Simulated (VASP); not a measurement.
Te, 1 atom in the cell. It takes space group Pm-3m (No. 221, cubic). Conventional cell: a = 2.378 Å, b = 2.378 Å, c = 2.378 Å, α = 90.00°, β = 90.00°, γ = 90.00°. Te (site symmetry m-3m) has 6 Te at 2.38 Å within 3.1 Å.  This cell differs from its parent crystal: volume scaled by 0.43.

- Program: VASP 6.6.1
- Task: density of states
- Functional: PBEsol
- Potentials or basis: VASP PAW PBE potentials, release 64 (Te)
- Cutoff: 520 eV
- k mesh: 13 × 13 × 13
- Occupations: fermi-dirac, width 0.08 eV
- Spin: no spin polarisation
- Dipole correction: no
- k mesh for the DOS: 20 × 20 × 20
- Occupations for the DOS: tetrahedron
- Further INCAR settings: ALGO = Normal; EDIFF = 1e-07

Potentials or basis: VASP PAW PBE potentials, release 64 (Te).

Run with:

```sh
$ cat potpaw_PBE.64/Te/POTCAR > POTCAR
$ cp INCAR.step1 INCAR
$ cp KPOINTS.step1 KPOINTS
$ mpirun -np 1 vasp_std > vasp.out
$ cp INCAR.step2 INCAR
$ cp KPOINTS.step2 KPOINTS
$ mpirun -np 1 vasp_std > vasp.out
```

Hardware: 1 thread of Intel(R) Xeon(R) 6975P-C (Granite Rapids) (shared host).

Task: How long does it take, and how much memory?

Result: It took 9.7 s on 1 thread of Intel(R) Xeon(R) 6975P-C (Granite Rapids) (shared host), peak memory 0.13 GiB. Counts: k points 286.
